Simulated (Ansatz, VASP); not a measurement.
# One calculation of ZrTa2C2, two programs

```
Zr Ta C
1.0
     1.59793    0.92256    7.67655
    -1.59793    0.92256    7.67655
     0.00000   -1.84512    7.67655
Zr Ta C
1 2 2
Direct
  0.00000 0.00000 0.00000
  0.78027 0.78027 0.78027
  0.21973 0.21973 0.21973
  0.60354 0.60354 0.60354
  0.39646 0.39646 0.39646
```

Change from the starting cell: the structure that the rattled cell fell into.

Alike in both runs: task relaxation of cell and atoms; functional PBE; k mesh 12 × 12 × 12; occupations gaussian, width 0.1 eV; no spin polarisation.

|  | VASP | Ansatz |
| --- | --- | --- |
| version | VASP 6.6.1 | Ansatz 0.2.0 |
| potentials or method | VASP PAW PBE potentials, release 64 (Zr_sv, Ta_pv, C), cutoff 600 eV | scalar-relativistic, plane waves, PAW |
| valence electrons in the cell | 42 | 46 |

Ansatz gave:

```
gap on the k mesh at the Fermi level, each at its own relaxed structure (eV) : none
relaxed volume (Å³/atom)                                                     : 13.59
relaxed cell length with the largest relative difference (Å)                 : 7.891
```

Estimate VASP's values.

gap on the k mesh at the Fermi level, each at its own relaxed structure (eV): none; relaxed volume (Å³/atom): 13.60; relaxed cell length with the largest relative difference (Å): 7.891.

A gap of «none» marks a metal or a gap that the smearing closes. VASP's potentials hold 42 valence electrons a cell and Ansatz's 46, so a difference there can come from the potentials and not from the codes.

Neither program's run includes spin-orbit coupling.
